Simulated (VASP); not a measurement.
Write the native input for VASP 6.6.1 that does the following.

```
Task                   : single point
Functional             : LDA
Potentials or basis    : VASP PAW LDA potentials, release 64 (Al, N)
Cutoff                 : 520 eV
k mesh                 : 9 × 9 × 6
Occupations            : gaussian, width 0.05 eV
Spin                   : no spin polarisation
Dipole correction      : no
Further INCAR settings : ALGO = Normal; EDIFF = 1e-07; NBANDS = 16
```

The structure of AlN lies in POSCAR:

```
AlN
1.0
    3.0886152983      0.0000000000      0.0000000000
   -1.5443076491      2.6748193108      0.0000000000
    0.0000000000      0.0000000000      5.5368000000
Al N
2 2
Direct
    0.3333333333      0.6666666667      0.0052879954
    0.6666666667      0.3333333333      0.5052879954
    0.3333333333      0.6666666667      0.3797120046
    0.6666666667      0.3333333333      0.8797120046
```

One way to write it, as run:

INCAR

```
SYSTEM = AlN
PREC     = Accurate       ! precision mode
ENCUT    = 520            ! plane-wave cutoff, eV
EDIFF    = 1E-7           ! SCF threshold, eV
ISMEAR   = 0              ! smearing method
SIGMA    = 0.05           ! smearing width, eV
LREAL    = .FALSE.        ! projectors in reciprocal space
LASPH    = .TRUE.         ! aspherical terms in the spheres
NELM     = 100            ! most SCF steps
ALGO     = Normal         ! electronic algorithm
ISIF     = 2              ! what is computed and relaxed
LWAVE    = .FALSE.        ! write WAVECAR
LCHARG   = .FALSE.        ! write CHGCAR
NBANDS   = 16             ! bands
```

KPOINTS

```
regular mesh
0
G
  9 9 6
  0 0 0
```

Potentials or basis: VASP PAW LDA potentials, release 64 (Al, N).

Command:

```sh
$ cat potpaw_LDA.64/Al/POTCAR potpaw_LDA.64/N/POTCAR > POTCAR
$ mpirun -np 1 vasp_std > vasp.out
```

Results of the run:

```json
{
 "Pressure": "-16.7 GPa",
 "Largest force": "0.017 eV/Å",
 "Band gap on the k mesh": "3.03 eV, direct"
}
```

Run time: 29 s on 1 thread of AMD EPYC 7R43 64-Core Processor (Zen 3), with other jobs on the host, peak memory 0.12 GiB.
